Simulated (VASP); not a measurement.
Input of a VASP 6.6.1 run:

INCAR

```
  PREC = Accurate
  ENCUT = 520
  EDIFF = 1E-6
  ISMEAR = 0
  SIGMA = 0.05
  LREAL = Auto
  LASPH = T
  NELM = 60
  ALGO = Normal
  ISIF = 2
  LWAVE = F
  LCHARG = F
  GGA = PE
  IVDW = 12
  IBRION = 2
  NSW = 80
  EDIFFG = -0.03
```

Contents of KPOINTS:

```
regular mesh
0
Gamma
  3 3 1
```

Contents of POSCAR:

```
Al16Si
1.0
    5.7275650000      0.0000000000      0.0000000000
    2.8637820000      4.9602170000      0.0000000000
    0.0000000000      0.0000000000     20.0148060000
Al Si
16 1
Selective dynamics
Direct
    0.0000000000      0.0000000000      0.0499630000  F F F
    0.5000000000      0.0000000000      0.0499630000  F F F
    0.0000000000      0.5000000000      0.0499630000  F F F
    0.5000000000      0.5000000000      0.0499630000  F F F
    0.1666667000      0.1666667000      0.1667900000  T T T
    0.6666667000      0.1666667000      0.1667900000  T T T
    0.1666667000      0.6666667000      0.1667900000  T T T
    0.6666667000      0.6666667000      0.1667900000  T T T
   -0.1666667000      0.3333333000      0.2836169000  T T T
    0.3333333000      0.3333333000      0.2836169000  T T T
   -0.1666667000      0.8333333000      0.2836169000  T T T
    0.3333333000      0.8333333000      0.2836169000  T T T
    0.0000000000      0.0000000000      0.4004438000  T T T
    0.5000000000      0.0000000000      0.4004438000  T T T
    0.0000000000      0.5000000000      0.4004438000  T T T
    0.5000000000      0.5000000000      0.4004438000  T T T
    0.0197437000      0.2370214000      0.4958732000  T T T
```

Potentials or basis: VASP PAW PBE potentials, release 64 (Al, Si).

The run is started by

```bash
$ cat potpaw_PBE.64/Al/POTCAR potpaw_PBE.64/Si/POTCAR > POTCAR
$ mpirun -np 1 vasp_std > vasp.out
```

(1) Estimate the energy gained by relaxing.

(2) What does it give for the band gap on the k mesh?

## Answers

(1) 26.1 meV/atom.

(2) zero (bands 26 and 27 overlap by 0.64 eV).

Caveat: the k points lie up to 0.42 Å⁻¹ apart, too coarse for converged energies and pressures of a metal.
